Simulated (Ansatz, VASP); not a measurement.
**Two plane-wave programs on W5F**

```
W F
1.0
     3.15436    0.00000    0.00000
     0.00000    3.15436    0.00000
     0.00000    0.00000   25.30872
W F
5 1
Direct
  0.50000 0.50000 0.33585
  0.00000 0.00000 0.39817
  0.50000 0.50000 0.45913
  0.00000 0.00000 0.52330
  0.50000 0.50000 0.57849
  0.50000 0.50000 0.73069
```

Alike in both runs: task single point; functional PBEsol; k mesh 9 × 9 × 1; occupations gaussian, width 0.1 eV; no spin polarisation.

|  | VASP | Ansatz |
| --- | --- | --- |
| version | VASP 6.6.1 | Ansatz 0.2.0 |
| potentials or method | VASP PAW PBE potentials, release 64 (W_sv, F), cutoff 520 eV | scalar-relativistic, plane waves, PAW |
| valence electrons in the cell | 77 | 77 |

|  | VASP | Ansatz | Ansatz less VASP |
| --- | --- | --- | --- |
| gap on the k mesh at the Fermi level (eV) | none | none | - |
| rms of the force components (eV/Å) | 0.541 | 0.538 | -0.0023 |

VASP's potentials were made for PBE, not for PBEsol. Atom by atom the forces differ by 0.016 eV/Å (rms over components). A gap of «none» marks a metal or a gap that the smearing closes. With one functional, cell and mesh, what is left measures potentials, basis and numerics. Ansatz's warnings: xc potential rough in thin density.

Neither program's run includes spin-orbit coupling.
